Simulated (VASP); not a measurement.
Mg3SiO:

```
Si O Mg
1.0
     4.22063    0.00000    0.00000
     0.00000    4.22063    0.00000
     0.00000    0.00000    4.22063
Si O Mg
1 1 3
Direct
  0.00000 0.00000 0.00000
  0.50000 0.50000 0.50000
  0.50000 0.50000 0.00000
  0.50000 0.00000 0.50000
  0.00000 0.50000 0.50000
```

| Property | Result |
| --- | --- |
| Program | VASP 6.6.1 |
| Task | relaxation of cell and atoms |
| Functional | LDA |
| Potentials or basis | VASP PAW LDA potentials, release 64 (Si, O, Mg) |
| Cutoff | 600 eV |
| k mesh | 6 × 6 × 6 |
| Occupations | fermi-dirac, width 0.02 eV |
| Spin | no spin polarisation |

At the start: pressure -5.4 GPa; volume 15.04 Å³/atom.

Task: Where does the relaxation end?

Result: Over 3 steps the energy falls by 17.7 meV/atom and the volume is 14.05 Å³/atom (-6.6 %); space group Pm-3m (No. 221, to 0.1 Å) before and after.

The path:
```
step  energy change (eV)  largest force (eV/Å)  pressure (GPa)  volume (Å³)
   1              0.0000                0.0000           -5.39        75.19
   2             -0.0879                0.0000            0.58        69.82
   3             -0.0887                0.0000            0.02        70.24
```

Final structure:
```cif
data_structure
_symmetry_space_group_name_H-M 'P 1'
_symmetry_Int_Tables_number 1
_cell_length_a 4.1260
_cell_length_b 4.1260
_cell_length_c 4.1260
_cell_angle_alpha 90.000
_cell_angle_beta 90.000
_cell_angle_gamma 90.000
_cell_volume 70.24
loop_
_atom_site_label
_atom_site_type_symbol
_atom_site_fract_x
_atom_site_fract_y
_atom_site_fract_z
_atom_site_occupancy
Si1 Si 0.00000 0.00000 0.00000 1
O1 O 0.50000 0.50000 0.50000 1
Mg1 Mg 0.50000 0.50000 0.00000 1
Mg2 Mg 0.50000 0.00000 0.50000 1
Mg3 Mg 0.00000 0.50000 0.50000 1
```
